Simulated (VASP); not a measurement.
## GaN: single point with r2SCAN

GaN:

```
Ga N
1.0
     3.18282    0.00000    0.00000
    -1.59141    2.75640    0.00000
     0.00000    0.00000    5.18567
Ga N
2 2
Direct
  0.33333 0.66667 0.99094
  0.66667 0.33333 0.49094
  0.33333 0.66667 0.38606
  0.66667 0.33333 0.88606
```

This cell differs from its parent crystal: atoms displaced along a vibrational mode.

```yaml
Program: VASP 6.6.1
Task: single point
Functional: r2SCAN
Potentials_or_basis: VASP PAW PBE potentials, release 64 (Ga_d, N)
Cutoff: 520 eV
k_mesh: 12 × 12 × 6
Occupations: gaussian, width 0.01 eV
Spin: no spin polarisation
```

The pressure is 2.0 GPa, the largest force is 0.906 eV/Å and the band gap on the k mesh is 2.24 eV.

Forces on the atoms (eV/Å):
```
Ga   0.000  0.000  0.906
Ga   0.000  0.000  0.906
N    0.000  0.000 -0.906
N    0.000  0.000 -0.906
```

Stress tensor (GPa, compression positive):
```
 4.94  0.00  0.00
 0.00  4.94  0.00
 0.00  0.00 -3.79
```

Levels at points of the mesh, in eV from the valence-band top:
```tsv
k point	band 15	band 16	band 17	band 18	band 19	band 20	band 21	band 22
(0.00, 0.00, 0.00)	-1.20	-0.23	-0.23	0.00	2.24	4.52	9.88	10.45
(0.50, 0.00, 0.00)	-4.16	-3.05	-2.07	-1.42	5.38	6.00	6.50	9.21
(0.00, 0.00, 0.50)	-0.72	-0.72	-0.72	-0.72	4.63	4.63	8.92	8.92
(0.50, 0.00, 0.50)	-2.29	-2.29	-1.88	-1.88	4.84	4.84	8.05	8.05
```

Wall time 6.3 min on 1 thread of Intel Xeon 8259CL, on a shared host, peak memory 0.22 GiB.

Caveat: the cell differs from its parent crystal (atoms displaced along a vibrational mode); the PAW data sets were made with another functional, which shifts forces and pressure a little.
